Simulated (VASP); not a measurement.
Crystal: Cd.

```
Cd
1.0
     1.75252   -5.55937    0.00000
     1.75252    5.55937    0.00000
     0.00000    0.00000    4.63810
Cd
4
Direct
  0.09800 0.90200 0.91000
  0.59800 0.40200 0.59000
  0.90200 0.09800 0.09000
  0.40200 0.59800 0.41000
```

```yaml
Program: VASP 6.6.1
Task: relaxation of cell and atoms
Functional: PBEsol
Potentials_or_basis: VASP PAW PBE potentials, release 64 (Cd)
Cutoff: 600 eV
k_mesh: 6 × 6 × 4
Occupations: gaussian, width 0.1 eV
Spin: no spin polarisation
```

At the start: pressure 38.7 GPa; volume 22.59 Å³/atom.

Problem. Where does the relaxation end?

Solution. Over 20 steps the energy falls by 1615.0 meV/atom and the volume is 22.61 Å³/atom (+0.1 %); space group Fmmm (No. 69, to 0.05 Å).

The path:
```tsv
step	energy change (eV)	largest force (eV/Å)	pressure (GPa)	volume (Å³)
1	0.0000	6.8323	38.73	90.38
2	-3.7424	0.1303	-3.59	181.89
3	-4.8762	0.6879	-1.99	130.12
4	-4.8787	0.7224	-1.82	129.23
5	-4.8792	0.7931	-1.46	127.51
6	-5.0329	0.7942	-1.63	123.29
7	-5.4878	0.9233	-2.06	111.15
8	-6.0548	1.3692	3.26	89.26
9	-6.1258	1.1637	3.32	88.26
10	-6.1685	0.9324	3.86	86.78
11	-6.2470	0.7776	2.29	88.43
12	-6.3530	0.4126	-1.34	93.49
13	-6.3544	0.3781	-1.71	94.09
14	-6.3834	0.3301	-1.50	93.27
15	-6.4425	0.1709	-0.53	90.82
16	-6.4034	0.3449	2.65	85.94
17	-6.4539	0.0856	0.22	89.36
18	-6.4539	0.0830	0.30	89.23
19	-6.4568	0.0626	0.17	89.53
20	-6.4598	0.0354	-0.17	90.43
```

Final structure:
```
Cd
1.0
     1.68603   -5.73832    0.00000
     1.68603    5.73832    0.00000
     0.00000    0.00000    4.67348
Cd
4
Cartesian
  1.6860 4.2335 0.0039
  1.6860 -1.5048 2.3328
  1.6860 -4.2335 4.6696
  1.6860 1.5048 2.3407
```

Caveat: the PAW data sets were made with another functional, which shifts forces and pressure a little.
